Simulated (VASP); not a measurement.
Input of a VASP 6.6.1 run:

Contents of INCAR:

```
PREC = Accurate ; ENCUT = 520
EDIFF = 1E-6 ; ISMEAR = 0
SIGMA = 0.1 ; LREAL = False
LASPH = True ; NELM = 100
ALGO = Fast ; ISIF = 2
LWAVE = False ; LCHARG = True
GGA = PE ; LELF = True
LVHAR = True ; NBANDS = 20
```

KPOINTS

```
regular mesh
0
Gamma
  3 3 3
```

Contents of POSCAR:

```
CsAs3
1.0
    3.2599218200      1.8821167400      7.6050646700
   -3.2599218200      1.8821167400      7.6050646700
    0.0000000000     -3.7642334800      7.6050646700
Cs As
1 3
Direct
    0.5000000000      0.5000000000      0.5000000000
    0.8462206200      0.8462206200      0.8462206200
    0.1537793800      0.1537793800      0.1537793800
    0.0000000000      0.0000000000      0.0000000000
```

Potentials or basis: VASP PAW PBE potentials, release 64 (Cs_sv, As).

Launch:

```console
$ cat potpaw_PBE.64/Cs_sv/POTCAR potpaw_PBE.64/As/POTCAR > POTCAR
$ mpirun -np 1 vasp_std > vasp.out
```

Q: Predict the band gap on the k mesh.

A: Zero (bands 12 and 13 overlap by 0.03 eV).

Q: Predict the pressure.

A: -3.1 GPa.

Q: Predict the largest force.

A: 1.043 eV/Å.

Stress tensor (GPa, compression positive):
```
-2.01  0.00  0.00
 0.00 -2.01  0.00
 0.00  0.00 -5.39
```

Caveat: the k points lie up to 0.38 Å⁻¹ apart; spin-orbit coupling is left out, which moves the levels of the heavy elements; forces of over 1 eV/Å act on the atoms, so gaps and moduli don't describe the material at rest.
